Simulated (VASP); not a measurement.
# K (Fmmm) in VASP: notebook

K is run at these levels: PBE; tasks: single point.

Program: VASP 6.6.1. These are calculated values, not measurements. Logs are shortened: lines on timing, memory, paths and dates and some standing lists are left out, and cuts for length are marked.

## (1) The cell of the first run

It takes space group Fmmm (No. 69, orthorhombic). The conventional cell has a = 5.236 Å, b = 7.257 Å, c = 7.553 Å, α = 90.00°, β = 90.00°, γ = 90.00°. Within 5.9 Å of K (site symmetry mmm) lie 14 K at 4.47 to 5.24 Å.

## (2) Single point, PBE (strain -0.0400 x Voigt [0, 0, 0, 0, 0, 1])

INCAR

```
PREC = Accurate
ENCUT = 520
EDIFF = 1E-6
ISMEAR = 0
SIGMA = 0.15
LREAL = F
LASPH = T
NELM = 80
ALGO = Fast
ISIF = 2
LWAVE = F
LCHARG = T
GGA = PE
LELF = T
LVHAR = T
NBANDS = 10
```

KPOINTS

```
regular mesh
0
Gamma
  14 14 14
```

POSCAR

```
K
1.0
   -2.6703600000      2.6703600000      2.6180000000
    2.6703600000     -2.6703600000      2.6180000000
    2.5656400000      2.5656400000     -2.6180000000
K
1
Direct
    0.0000000000      0.0000000000      0.0000000000
```

Potentials or basis: VASP PAW PBE potentials, release 64 (K_sv).

Run with:

```
> cat potpaw_PBE.64/K_sv/POTCAR > POTCAR
> mpirun -np 1 vasp_std > vasp.out
```

OUTCAR:

```text
PREC = Accurate
   ENCUT = 520
   EDIFF = 1E-6
   ISMEAR = 0
   LREAL = F
   LASPH = T
   NELM = 80
   ISIF = 2
   GGA = PE

 ion  position               nearest neighbor table
   1  0.000  0.000  0.000-

  LATTYP: Found a face centered orthorhombic cell.
 ALAT       =     5.2360000000
 B/A-ratio  =     1.3859292911
 C/A-ratio  =     1.4424978336

  Lattice vectors:

 A1 = (  -0.1047200000,   5.2360000000,   0.0000000000)
 A2 = (  -2.6703600000,   2.6703600000,   2.6180000000)
 A3 = (   2.5656400000,   2.5656400000,   2.6180000000)

Analysis of symmetry for initial positions (statically):
=====================================================================
 Subroutine PRICEL returns:
 Original cell was already a primitive cell.

 Routine SETGRP: Setting up the symmetry group for a
 face centered orthorhombic supercell.

 Subroutine GETGRP returns: Found  8 space group operations
 (whereof  8 operations were pure point group operations)
 out of a pool of  8 trial point group operations.

The static configuration has the point symmetry D_2h.

Analysis of symmetry for dynamics (positions and initial velocities):
=====================================================================
 Subroutine PRICEL returns:
 Original cell was already a primitive cell.

 Routine SETGRP: Setting up the symmetry group for a
 face centered orthorhombic supercell.

 Subroutine GETGRP returns: Found  8 space group operations
 (whereof  8 operations were pure point group operations)
 out of a pool of  8 trial point group operations.

The dynamic configuration has the point symmetry D_2h.

 Subroutine INISYM returns: Found  8 space group operations
 (whereof  8 operations are pure point group operations),
 and found     1 'primitive' translations

----------------------------------------------------------------------------------------

                                     Primitive cell

  volume of cell :      71.7456

  direct lattice vectors                    reciprocal lattice vectors
    -2.670360000  2.670360000  2.618000000     0.003821238  0.191061910  0.190985485
     2.670360000 -2.670360000  2.618000000     0.191061910  0.003821238  0.190985485
     2.565640000  2.565640000 -2.618000000     0.194883148  0.194883148  0.000000000

  length of vectors
     4.595168012  4.595168012  4.474253147     0.270175333  0.270175333  0.275606391

  position of ions in fractional coordinates (direct lattice)
     0.000000000  0.000000000  0.000000000

[... 75 lines left out ...]
   EDIFF  = 0.1E-05   stopping-criterion for ELM
   LREAL  =      F    real-space projection
   EDIFFG = 0.1E-04   stopping-criterion for IOM
   NSW    =      0    number of steps for IOM
   IBRION =     -1    ionic relax: 0-MD 1-quasi-New 2-CG
   NFREE  =      0    steps in history (QN), initial steepest desc. (CG)
   ISIF   =      2    stress and relaxation
   ISYM   =      2    0-nonsym 1-usesym 2-fastsym
   POTIM  = 0.5000    time-step for ionic-motion
   TEBEG  =    0.0;   TEEND  =   0.0 temperature during run
   PSTRESS=    0.0 pullay stress
   NELECT =       9.0000    total number of electrons
   NUPDOWN=      -1.0000    fix difference up-down
   EMIN   =  10.00;   EMAX   =-10.00  energy-range for DOS
   EFERMI =   0.00;   METHOD = LEGACY
   ISMEAR =     0;   SIGMA  =   0.15  broadening in eV -4-tet -1-fermi 0-gaus
   EFERMI_NEDOS =   21; number of points for ismear=-14 and -15
   IALGO  =     68    algorithm
   IMIX   =      4    mixing-type and parameters
     AMIX     =   0.40;   BMIX     =  1.00
     AMIX_MAG =   1.60;   BMIX_MAG =  1.00
  volume/ion in A,a.u.               =      71.75       484.16
  Fermi-wavevector in a.u.,A,eV,Ry     =   0.819516  1.548660  9.137754  0.671606
  Thomas-Fermi vector in A             =   1.930334
   LORBIT       =      0    0 simple, 1 ext, 2 COOP (PROOUT), +10 PAW based schemes
   GGA     = PE    functional components
   LHFCALC =     F    Hartree Fock is set to
   AEXX    =    0.0000 exact exchange contribution
   IVDW    =     0    specifies the selected vdW correction
   LEPSILON=     F    determine dielectric tensor
   LRPA    =     F    only Hartree local field effects (RPA)
 non-spin polarized calculation
 RMM-DIIS sequential band-by-band and
 Gauss-broadening in eV      SIGMA  =   0.15
  energy-cutoff  :      520.00
  volume of cell :       71.75
 maximum number of plane-waves:      1951
 NGX is ok and might be reduce to    36
   NGX = 17   NGY = 17   NGZ = 17

 number of electron       9.0000000 magnetization

 Free energy of the ion-electron system (eV)
  ---------------------------------------------------
  ext. energy  EPLUGINS =         0.00000000
  ---------------------------------------------------
  free energy    TOTEN  =        -1.05004594 eV

  energy without entropy =       -1.04148495  energy(sigma->0) =       -1.04576544

 E-fermi :  -0.0619     XC(G=0):  -5.7114

 val. band max:       -0.0668265895   @ k =   0.5000   0.0714   0.0714
 cond. band min:      -0.0600916304   @ k =   0.5000   0.3571  -0.0000
 fundamental gap:      0.0067349591
 Fermi energy:        -0.0618760899

 k-point     1 :       0.0000    0.0000    0.0000
  band No.  band energies     occupation
      1     -32.1845      2.00000
      2     -15.6325      2.00000
      3     -15.6319      2.00000
      4     -15.6313      2.00000
      5      -2.2563      2.00000
      6       4.1653      0.00000
      7       4.2221      0.00000
      8       4.3433      0.00000
      9       5.1811      0.00000
     10       5.2102      0.00000
[... 287 lines left out ...]
 k-point    24 :       0.2857    0.1429   -0.0000
  band No.  band energies     occupation
      1     -32.1804      2.00000
      2     -15.6955      2.00000
      3     -15.6525      2.00000
      4     -15.6352      2.00000
      5      -0.5541      2.00000
      6       1.9215      0.00000
      7       2.8938      0.00000
      8       4.8141      0.00000
      9       5.2629      0.00000
     10       5.5827      0.00000

 [... further k-points ...]
[... 5 lines left out ...]
  --------------------------------------------------------------------------------------
  -------------------------------------------------------------------------------------
  Total        0.0447820      0.0447820      0.0489084      0.0507934      0.0000000      0.0000000
  in kB        1.0000426      1.0000426      1.0921916      1.1342865      0.0000000      0.0000000
  external PRESSURE =       1.0307590 kB  Pullay stress =       0.0000000 kB

 VOLUME and BASIS-vectors are now :
 -----------------------------------------------------------------------------
  energy-cutoff  :      520.00
  volume of cell :       71.75
      direct lattice vectors                 reciprocal lattice vectors
    -2.670360000  2.670360000  2.618000000     0.003821238  0.191061910  0.190985485
     2.670360000 -2.670360000  2.618000000     0.191061910  0.003821238  0.190985485
     2.565640000  2.565640000 -2.618000000     0.194883148  0.194883148  0.000000000

 POSITION                                       TOTAL-FORCE (eV/Angst)
 -----------------------------------------------------------------------------------
      0.00000      0.00000      0.00000        -0.000000      0.000000      0.000000
 -----------------------------------------------------------------------------------
    total drift:                               -0.000000     -0.000000      0.000000

  FREE ENERGIE OF THE ION-ELECTRON SYSTEM (eV)
  ---------------------------------------------------
  free  energy   TOTEN  =        -1.0500459399 eV

  energy  without entropy=       -1.0414849456  energy(sigma->0) =       -1.04576544
```

stdout:

```text
POSCAR found type information on POSCAR K
 POSCAR found :  1 types and       1 ions
 scaLAPACK will be used
 LDA part: xc-table for (Slater+PW92), standard interpolation
 POSCAR, INCAR and KPOINTS ok, starting setup
 FFT: planning ... GRIDC
 FFT: planning ... GRID_SOFT
 FFT: planning ... GRID
 WAVECAR not read
 entering main loop
WARNING in EDDRMM: call to ZHEGV failed, returncode =   6  3      5
WARNING in EDDRMM: call to ZHEGV failed, returncode =   6  3      6
```

Run time: 2.9 min. Hardware: 1 thread of AMD EPYC 9R45 (Zen 5), shared host; peak memory 0.39 GiB.

What came out:

| Quantity | Value |
| --- | --- |
| Free energy | -1.0500 eV |
| Pressure | 0.1 GPa |
| Band gap on the k mesh | zero (an odd number of electrons rules out a gap without spin polarisation) |

Stress tensor (GPa, compression positive):
```
0.10 0.11 0.00
0.11 0.10 0.00
0.00 0.00 0.11
```

Caveat: the cell differs from its parent crystal (strain -0.0400 x Voigt [0, 0, 0, 0, 0, 1]).

## (3) Single point, PBE (strain +0.0300 x Voigt [0, 0, 0, 0, 0, 1])

INCAR

```
SYSTEM = K
  ALGO = Fast
  EDIFF = 1E-6
  ENCUT = 520
  GGA = PE
  ISIF = 2
  ISMEAR = 0
  LASPH = .TRUE.
  LCHARG = .FALSE.
  LREAL = .FALSE.
  LWAVE = .FALSE.
  NBANDS = 10
  NELM = 60
  PREC = Accurate
  SIGMA = 0.15
```

KPOINTS

```
k-points
0
G
  14 14 14
  0 0 0
```

POSCAR

```
K
1.0
   -2.5787300000      2.5787300000      2.6180000000
    2.5787300000     -2.5787300000      2.6180000000
    2.6572700000      2.6572700000     -2.6180000000
K
1
Direct
    0.0000000000      0.0000000000      0.0000000000
```

Potentials or basis: VASP PAW PBE potentials, release 64 (K_sv).

Run with:

```
> cat potpaw_PBE.64/K_sv/POTCAR > POTCAR
> mpirun -np 1 vasp_std > vasp.out
```

Wall time 2.8 min (1 thread of AMD EPYC 9R45 (Zen 5), shared host); peak memory 0.39 GiB.

The run converged. Its results:

| Quantity | Value |
| --- | --- |
| Free energy | -1.0505 eV |
| Pressure | 0.1 GPa |
| Band gap on the k mesh | zero (an odd number of electrons rules out a gap without spin polarisation) |

Stress tensor (GPa, compression positive):
```
 0.10 -0.08  0.00
-0.08  0.10  0.00
 0.00  0.00  0.11
```

Levels at points of the mesh, in eV from the Fermi level:
| k point | band 1 | band 2 | band 3 | band 4 | band 5 | band 6 | band 7 | band 8 | band 9 |
| --- | --- | --- | --- | --- | --- | --- | --- | --- | --- |
| (0.00, 0.00, 0.00) | -32.12 | -15.57 | -15.57 | -15.57 | -2.19 | 4.25 | 4.30 | 4.38 | 5.24 |
| (0.50, 0.00, 0.00) | -32.12 | -15.64 | -15.59 | -15.57 | 0.44 | 0.70 | 3.17 | 4.92 | 5.78 |
| (0.50, 0.50, 0.00) | -32.12 | -15.65 | -15.60 | -15.57 | 0.51 | 0.78 | 3.16 | 4.83 | 5.69 |
| (0.00, 0.00, 0.50) | -32.12 | -15.64 | -15.59 | -15.57 | 0.38 | 0.62 | 3.18 | 5.00 | 5.87 |
| (0.50, 0.50, 0.50) | -32.11 | -15.63 | -15.62 | -15.62 | 1.66 | 1.66 | 3.54 | 3.55 | 3.55 |

Caveat: the cell differs from its parent crystal (strain +0.0300 x Voigt [0, 0, 0, 0, 0, 1]).
